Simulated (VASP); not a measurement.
Here is a VASP 6.6.1 calculation.

The input INCAR:

```
PREC = Accurate
ENCUT = 520
EDIFF = 1E-6
ISMEAR = 0
SIGMA = 0.05
LREAL = False
LASPH = True
NELM = 100
ALGO = Normal
ISIF = 2
LWAVE = False
LCHARG = False
NBANDS = 16
```

Contents of KPOINTS:

```
Automatic mesh
0
Gamma
  10 10 10
```

POSCAR

```
BaC2
1.0
   -2.1346153694      2.1346153694      3.8729238703
    2.1346153694     -2.1346153694      3.8729238703
    2.1346153694      2.1346153694     -3.8729238703
Ba C
1 2
Direct
    0.0000000000      0.0000000000      0.0000000000
    0.5870080000      0.5870080000      0.0000000000
    0.4129920000      0.4129920000      0.0000000000
```

Potentials or basis: VASP PAW LDA potentials, release 64 (Ba_sv, C).

The run is started by

```console
$ cat potpaw_LDA.64/Ba_sv/POTCAR potpaw_LDA.64/C/POTCAR > POTCAR
$ mpirun -np 1 vasp_std > vasp.out
```

Task: Estimate the pressure.

Result: -7.9 GPa.

Task: Estimate the band gap on the k mesh.

Result: 1.25 eV, indirect (least direct gap 1.81 eV).

Task: Estimate the largest force.

Result: 5.096 eV/Å.

Forces in eV/Å, atoms in the order of the input:
```
Ba   0.000  0.000  0.000
C    0.000  0.000 -5.096
C    0.000  0.000  5.096
```

Caveat: spin-orbit coupling is left out, which moves the levels of the heavy elements; forces of over 1 eV/Å act on the atoms, so gaps and moduli don't describe the material at rest. A k mesh can miss the band edges.
